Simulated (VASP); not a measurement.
Bi, 2 atoms in the cell. The structure is trigonal, space group R-3m (No. 166). Conventional cell: a = 4.606 Å, b = 4.606 Å, c = 12.018 Å, α = 90.00°, β = 90.00°, γ = 120.00°. Bi (site symmetry 3m) has 6 Bi at 3.11 to 3.58 Å within 4.1 Å.  This cell differs from its parent crystal: volume scaled by 1.04.

```yaml
Program: VASP 6.6.1
Task: electric field gradients
Functional: LDA
Potentials_or_basis: VASP PAW LDA potentials, release 64 (Bi_d)
Cutoff: 520 eV
k_mesh: 11 × 11 × 11
Occupations: fermi-dirac, width 0.03 eV
Spin: no spin polarisation
Dipole_correction: no
Further_INCAR_settings: ALGO = Normal; EDIFF = 1e-08; NBANDS = 22
```

Potentials or basis: VASP PAW LDA potentials, release 64 (Bi_d).

Launch:

```bash
$ cat potpaw_LDA.64/Bi_d/POTCAR > POTCAR
$ mpirun -np 1 vasp_std > vasp.out
```

Hardware: 1 thread of Oxide Virtual Turin-like Processor, on a shared host.

Task: How long does it take, and how much memory?

Result: It took 2.8 min on 1 thread of Oxide Virtual Turin-like Processor (shared host), peak memory 0.26 GiB. Counts: scf iterations 12, k points 146.
